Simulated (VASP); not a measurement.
# TeBr6 (P4/mnc) in VASP: notebook, part 3 of 3

VASP 6.6.1. The steps go on from the part before.

### Step 5. Electric field gradients, PBE

INCAR reads:

```
  PREC = Accurate
  ENCUT = 520
  EDIFF = 1E-8
  ISMEAR = -1
  SIGMA = 0.05
  LREAL = False
  LASPH = True
  NELM = 100
  ALGO = Normal
  ISIF = 2
  LWAVE = False
  LCHARG = False
  GGA = PE
  LEFG = True
  NBANDS = 61
```

KPOINTS reads:

```
Automatic mesh
0
Gamma
  5 5 3
```

POSCAR reads:

```
TeBr6
1.0
    7.4280410000      0.0000000000      0.0000000000
    0.0000000000      7.4280410000      0.0000000000
    0.0000000000      0.0000000000     11.0806000000
Te Br
2 12
Direct
    0.5000000000      0.5000000000      0.5000000000
    0.0000000000      0.0000000000      0.0000000000
    0.5000000000      0.5000000000      0.2683740000
    0.0000000000      0.0000000000      0.7683740000
    0.5000000000      0.5000000000      0.7316260000
    0.0000000000      0.0000000000      0.2316260000
    0.7809720000      0.7052570000      0.5000000000
    0.2190280000      0.2947430000      0.5000000000
    0.7190280000      0.2052570000      0.0000000000
    0.2809720000      0.7947430000      0.0000000000
    0.7052570000      0.2190280000      0.5000000000
    0.2947430000      0.7809720000      0.5000000000
    0.2052570000      0.2809720000      0.0000000000
    0.7947430000      0.7190280000      0.0000000000
```

Potentials or basis: VASP PAW PBE potentials, release 64 (Te, Br).

Command:

```
> cat potpaw_PBE.64/Te/POTCAR potpaw_PBE.64/Br/POTCAR > POTCAR
> mpirun -np 1 vasp_std > vasp.out
```

OUTCAR:

```text
PREC = Accurate
   ENCUT = 520
   EDIFF = 1E-8
   ISMEAR = -1
   LREAL = False
   LASPH = True
   NELM = 100
   ISIF = 2
   GGA = PE

 ion  position               nearest neighbor table
   1  0.500  0.500  0.500-   3 2.57   5 2.57   7 2.58   8 2.58  11 2.58  12 2.58
   2  0.000  0.000  0.000-   4 2.57   6 2.57   9 2.58  10 2.58  13 2.58  14 2.58
   3  0.500  0.500  0.268-   1 2.57
   4  0.000  0.000  0.768-   2 2.57
   5  0.500  0.500  0.732-   1 2.57
   6  0.000  0.000  0.232-   2 2.57
   7  0.781  0.705  0.500-   1 2.58
   8  0.219  0.295  0.500-   1 2.58
   9  0.719  0.205  0.000-   2 2.58
  10  0.281  0.795  0.000-   2 2.58
  11  0.705  0.219  0.500-   1 2.58
  12  0.295  0.781  0.500-   1 2.58
  13  0.205  0.281  0.000-   2 2.58
  14  0.795  0.719  0.000-   2 2.58

  LATTYP: Found a simple tetragonal cell.
 ALAT       =     7.4280410000
 C/A-ratio  =     1.4917257457

  Lattice vectors:

 A1 = (   7.4280410000,   0.0000000000,   0.0000000000)
 A2 = (   0.0000000000,   7.4280410000,   0.0000000000)
 A3 = (   0.0000000000,   0.0000000000,  11.0806000000)

Analysis of symmetry for initial positions (statically):
=====================================================================
 Subroutine PRICEL returns:
 Original cell was already a primitive cell.

 Routine SETGRP: Setting up the symmetry group for a
[... 1001 lines left out ...]
   9     340.134     5.605  -345.739  -454.123    -0.000     0.000
  10     340.134     5.605  -345.739  -454.123     0.000     0.000
  11       5.605   340.134  -345.739  -454.123     0.000     0.000
  12       5.605   340.134  -345.739  -454.123     0.000     0.000
  13       5.605   340.134  -345.739   454.123    -0.000    -0.000
  14       5.605   340.134  -345.739   454.123     0.000     0.000
---------------------------------------------------------------------

 Electric field gradients after diagonalization (V/A^2)
 (convention: |V_zz| > |V_xx| > |V_yy|)
----------------------------------------------------------------------
 ion       V_xx      V_yy      V_zz     asymmetry (V_yy - V_xx)/ V_zz
----------------------------------------------------------------------
   1       5.568     5.568   -11.136       0.000
   2       5.568     5.568   -11.136       0.000
   3    -339.030  -339.030   678.059       0.000
   4    -339.030  -339.030   678.059       0.000
   5    -339.030  -339.030   678.059       0.000
   6    -339.030  -339.030   678.059       0.000
   7    -345.739  -311.078   656.817       0.053
   8    -345.739  -311.078   656.817       0.053
   9    -345.739  -311.078   656.817       0.053
  10    -345.739  -311.078   656.817       0.053
  11    -345.739  -311.078   656.817       0.053
  12    -345.739  -311.078   656.817       0.053
  13    -345.739  -311.078   656.817       0.053
  14    -345.739  -311.078   656.817       0.053
----------------------------------------------------------------------

           NMR quadrupolar parameters

 Cq : quadrupolar parameter    Cq=e*Q*V_zz/h
 eta: asymmetry parameters     (V_yy - V_xx)/ V_zz
 Q  : nuclear electric quadrupole moment in mb (millibarn)
----------------------------------------------------------------------
 ion       Cq(MHz)       eta       Q (mb)
----------------------------------------------------------------------
   1      -0.027       0.000       1.000
   2      -0.027       0.000       1.000
   3       1.640       0.000       1.000
   4       1.640       0.000       1.000
   5       1.640       0.000       1.000
   6       1.640       0.000       1.000
   7       1.588       0.053       1.000
   8       1.588       0.053       1.000
   9       1.588       0.053       1.000
  10       1.588       0.053       1.000
  11       1.588       0.053       1.000
  12       1.588       0.053       1.000
  13       1.588       0.053       1.000
  14       1.588       0.053       1.000
----------------------------------------------------------------------
```

Wall time 15 min (1 thread of Intel Xeon Platinum 8259CL at 2.50GHz (Skylake/Cascade Lake), shared host); peak memory 0.74 GiB.

What came out:

* Free energy: -27.3383 eV
* Pressure: 0.3 GPa
* Largest force: 0.146 eV/Å

Forces on the atoms (eV/Å):
```
Te   0.000  0.000  0.000
Te   0.000  0.000  0.000
Br   0.000  0.000 -0.146
Br   0.000  0.000 -0.146
Br   0.000  0.000  0.146
Br   0.000  0.000  0.146
Br   0.118  0.050  0.000
Br  -0.118 -0.050  0.000
Br  -0.118  0.050  0.000
Br   0.118 -0.050  0.000
Br   0.050 -0.118  0.000
Br  -0.050  0.118  0.000
Br   0.050  0.118  0.000
Br  -0.050 -0.118  0.000
```

Levels at points of the mesh, in eV from the Fermi level:
```tsv
k point	band 46	band 47	band 48	band 49	band 50	band 51
(0.00, 0.00, 0.00)	-0.16	-0.04	-0.04	-0.01	0.39	3.16
```

Electric field gradients, principal values (V/Å²):
| atom | least | middle | greatest (by size) |
| --- | --- | --- | --- |
| 1 Te | 5.568 | 5.568 | -11.136 |
| 2 Te | 5.568 | 5.568 | -11.136 |
| 3 Br | -339.030 | -339.030 | 678.059 |
| 4 Br | -339.030 | -339.030 | 678.059 |
| 5 Br | -339.030 | -339.030 | 678.059 |
| 6 Br | -339.030 | -339.030 | 678.059 |
| 7 Br | -311.078 | -345.739 | 656.817 |
| 8 Br | -311.078 | -345.739 | 656.817 |
| 9 Br | -311.078 | -345.739 | 656.817 |
| 10 Br | -311.078 | -345.739 | 656.817 |
| 11 Br | -311.078 | -345.739 | 656.817 |
| 12 Br | -311.078 | -345.739 | 656.817 |
| 13 Br | -311.078 | -345.739 | 656.817 |
| 14 Br | -311.078 | -345.739 | 656.817 |

Caveat: without QUAD_EFG the Cq values of the log hold for a quadrupole moment of 1 mb, not for the nuclei; spin-orbit coupling is left out, which moves the levels of the heavy elements.

### Step 6. The runs side by side

```csv
level,k mesh,smearing,pressure (GPa),largest force (eV/Å)
PBE,4 × 4 × 3,fermi-dirac 0.02 eV,0.2,0.11
r2SCAN,5 × 5 × 3,fermi-dirac 0.05 eV,-0.8,0.17
PBE,5 × 5 × 3,fermi-dirac 0.05 eV,0.3,0.15
```

Alike in all rows: task electric field gradients; potentials or basis VASP PAW PBE potentials, release 64 (Te, Br); no spin polarisation; cell as given; cutoff (eV) 520.

The pressure there spans -0.8 GPa (r2SCAN) to 0.3 GPa (PBE); a positive pressure means that this level wants a larger cell, a negative one a smaller.

Caveats: spin-orbit coupling is left out, which moves the levels of the heavy elements; the PAW data sets were made with another functional, which shifts forces and pressure a little (some runs).

Absolute energies hang on the potentials; compare differences alone.
